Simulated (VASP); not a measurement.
# AlNi: single point with LDA

The system is AlNi.

```xyz
2
Lattice="2.8810 0.0000 0.0000 0.0000 2.8810 0.0000 0.0000 0.0000 2.8810" Properties=species:S:1:pos:R:3 pbc="T T T"
Al    0.0000    0.0000    0.0000
Ni    1.4405    1.4405    1.4405
```

```json
{
 "Program": "VASP 6.6.1",
 "Task": "single point",
 "Functional": "LDA",
 "Potentials or basis": "VASP PAW LDA potentials, release 64 (Al, Ni)",
 "Cutoff": "520 eV",
 "k mesh": "10 × 10 × 10",
 "Occupations": "fermi-dirac, width 0.1 eV",
 "Spin": "collinear spin, ferromagnetic start",
 "Starting moments": "[0.0, 2.0] μB"
}
```

| Quantity | Value |
| --- | --- |
| Pressure | -8.2 GPa |
| Net moment | 0.00 μB per cell |
| Valence electrons inside the program's atomic spheres | Al 0.81; Ni 9.49 |

Levels at points of the mesh, in eV from the Fermi level:
Spin up:
```csv
k point,band 3,band 4,band 5,band 6,band 7,band 8,band 9,band 10
"(0.00, 0.00, 0.00)",-3.26,-1.58,-1.58,-1.58,5.45,5.45,5.45,8.20
"(0.50, 0.00, 0.00)",-2.80,-2.29,-2.29,-1.49,-0.68,8.35,9.97,9.97
"(0.50, 0.50, 0.00)",-2.84,-2.84,-2.12,-2.12,-1.06,1.44,2.45,12.11
"(0.50, 0.50, 0.50)",-4.12,-1.03,-1.03,2.02,2.02,2.02,3.58,4.47
```
Spin down:
```tsv
k point	band 3	band 4	band 5	band 6	band 7	band 8	band 9	band 10
(0.00, 0.00, 0.00)	-3.26	-1.58	-1.58	-1.58	5.45	5.45	5.45	8.20
(0.50, 0.00, 0.00)	-2.80	-2.29	-2.29	-1.49	-0.68	8.35	9.97	9.97
(0.50, 0.50, 0.00)	-2.85	-2.85	-2.12	-2.12	-1.06	1.44	2.45	12.11
(0.50, 0.50, 0.50)	-4.12	-1.03	-1.03	2.02	2.02	2.02	3.58	4.47
```

It took 70 s on 1 thread of AMD EPYC 7R43 64-Core Processor (Zen 3), with other jobs on the host, peak memory 0.12 GiB.

Caveat: the starting moments collapsed, and a magnetic state may lie lower.
